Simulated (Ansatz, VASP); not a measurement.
**Sc2BP3: VASP beside Ansatz**

```xyz
6
Lattice="4.2578 0.0000 0.0000 -2.1289 3.6874 0.0000 0.0000 0.0000 8.9467" Properties=species:S:1:pos:R:3 pbc="T T T"
Sc    2.1289    1.2291    4.4734
Sc    0.0000    2.4582    0.0000
B     0.0000    2.4582    4.4734
P     0.0000    2.4582    2.7266
P     0.0000    2.4582    6.2201
P     2.1289    1.2291    0.0000
```

Alike in both runs: functional PBE; k mesh 6 × 6 × 2; occupations gaussian, width 0.1 eV; no spin polarisation.

Ansatz relaxed the structure, and its values are those at the end. VASP's run is a single point on that final structure, the one shown.

|  | VASP | Ansatz |
| --- | --- | --- |
| version | VASP 6.6.1 | Ansatz 0.2.0 |
| potentials or method | VASP PAW PBE potentials, release 64 (Sc_sv, B, P), cutoff 520 eV | scalar-relativistic, plane waves, PAW |
| valence electrons in the cell | 40 | 40 |

Ansatz gave:

```
gap on the k mesh at the Fermi level (eV) : none
pressure (GPa)                            : 0.0
rms of the force components (eV/Å)        : 0.000
```

Task: Which values does VASP return?

Result: gap on the k mesh at the Fermi level (eV): none; pressure (GPa): 0.0; rms of the force components (eV/Å): 0.015.

A gap of «none» marks a metal or a gap that the smearing closes.
